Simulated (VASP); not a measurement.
Write the native input for VASP 6.6.1 that does the following.

```
Task                   : single point
Functional             : PBE
Potentials or basis    : VASP PAW PBE potentials, release 64 (Pb_d, Se)
Cutoff                 : 500 eV
k mesh                 : 3 × 3 × 3
Occupations            : gaussian, width 0.01 eV
Spin                   : no spin polarisation
Dipole correction      : no
Further INCAR settings : ALGO = Normal; EDIFF = 1e-06; NBANDS = 17
```

The structure of PbSe (Clausthalite) lies in POSCAR:

```
PbSe
1.0
    4.3284130000      0.0000000000      0.0000000000
    2.1642065000      3.7485156161      0.0000000000
    2.1642065000      1.2495052054      3.5341344153
Pb Se
1 1
Direct
    0.0000000000      0.0000000000      0.0000000000
    0.5000000000      0.5000000000      0.5000000000
```

The input as run:

INCAR

```
SYSTEM = PbSe
ALGO     = Normal         ! electronic algorithm
EDIFF    = 1E-6           ! SCF threshold, eV
ENCUT    = 500            ! plane-wave cutoff, eV
GGA      = PE             ! functional
GGA_COMPAT= .FALSE.      
ISIF     = 2              ! what is computed and relaxed
ISMEAR   = 0              ! smearing method
LASPH    = .TRUE.         ! aspherical terms in the spheres
LCHARG   = .TRUE.         ! write CHGCAR
LELF     = .TRUE.         ! ELF
LREAL    = .FALSE.        ! projectors in reciprocal space
LVHAR    = .TRUE.       
LWAVE    = .FALSE.        ! write WAVECAR
NBANDS   = 17             ! bands
NELM     = 120            ! most SCF steps
PREC     = Accurate       ! precision mode
SIGMA    = 0.01           ! smearing width, eV
```

KPOINTS

```
k-points
0
G
  3 3 3
  0 0 0
```

Potentials or basis: VASP PAW PBE potentials, release 64 (Pb_d, Se).

Command:

```sh
$ cat potpaw_PBE.64/Pb_d/POTCAR potpaw_PBE.64/Se/POTCAR > POTCAR
$ mpirun -np 1 vasp_std > vasp.out
```

It gave:

* Pressure: 1.5 GPa

Caveat: the k points lie up to 0.59 Å⁻¹ apart.

Run time: 13 s on 1 thread of Intel Xeon 8259CL (shared host), peak memory 0.17 GiB.
